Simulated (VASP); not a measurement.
Runs of VASP 6.6.1 on Ga. The structure is that of space group Pm-3m (No. 221), or close to it. The cells are those of the table. 

```tsv
cell	k mesh	gap on the mesh (eV)	pressure (GPa)
a = 2.664 Å, 1 atom	8 × 8 × 8	none	0.0
a = 2.657 Å, 1 atom	9 × 9 × 9	none	0.1
a = 2.655 Å, 1 atom	8 × 8 × 8	none	(a)
a = 2.673 Å, 1 atom	8 × 8 × 8	none	-0.3
```

Alike in all rows: task single point; level PBEsol; potentials or basis VASP PAW PBE potentials, release 64 (Ga_d); no spin polarisation; cutoff (eV) 500; smearing fermi-dirac 0.05 eV.

Task: Estimate the missing entries.

Result: (a) 0.5.

Caveats: the PAW data sets were made with another functional, which shifts forces and pressure a little.

A k mesh can miss the band edges, and the runs leave out spin-orbit coupling on Ga.

A gap of «none» marks levels without a gap at the run's occupations.
